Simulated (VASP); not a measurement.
Wanted: the native input for a VASP 6.6.1 run.

* Task: single point
* Functional: PBE
* Potentials or basis: VASP PAW PBE potentials, release 64 (Y_sv, B, N)
* Cutoff: 520 eV
* k mesh: 4 × 4 × 2
* Occupations: gaussian, width 0.15 eV
* Spin: no spin polarisation
* Dipole correction: no
* Further INCAR settings: ALGO = Normal; EDIFF = 1e-06; NBANDS = 29

The structure of Y2BN3 lies in POSCAR:

```
Y2BN3
1.0
    3.4442165471      0.0000000026      0.0000000000
   -1.7221082758      2.9827790246      0.0000000000
    0.0000000000      0.0000000000      6.8629062964
Y B N
2 1 3
Direct
    0.3333333333      0.6666666667      0.7702202319
    0.3333333333      0.6666666667      0.2296563093
    0.0000000000      0.0000000000      0.5011013399
    0.6666666667      0.3333333333      0.4985421832
    0.6666666667      0.3333333333     -0.0002390847
    0.0000000000      0.0000000000      1.0007180304
```

These files were run (other wordings do the same):

INCAR

```
PREC = Accurate
ENCUT = 520
EDIFF = 1E-6
ISMEAR = 0
SIGMA = 0.15
LREAL = F
LASPH = T
NELM = 100
ALGO = Normal
ISIF = 2
LWAVE = F
LCHARG = F
GGA = PE
NBANDS = 29
```

KPOINTS

```
Automatic mesh
0
Gamma
  4 4 2
```

Potentials or basis: VASP PAW PBE potentials, release 64 (Y_sv, B, N).

Launch:

```console
$ cat potpaw_PBE.64/Y_sv/POTCAR potpaw_PBE.64/B/POTCAR potpaw_PBE.64/N/POTCAR > POTCAR
$ mpirun -np 1 vasp_std > vasp.out
```

It gave:

```yaml
Pressure: -0.1 GPa
Largest_force: 0.073 eV/Å
Band_gap_on_the_k_mesh: zero (band 20 reaches 6.03 eV, above the bottom of band 21 at 5.39 eV)
```

Caveat: the k points lie up to 0.53 Å⁻¹ apart.

Wall time 38 s on 1 thread of AMD EPYC 7R43 64-Core Processor (Zen 3), on a shared host, peak memory 0.18 GiB.
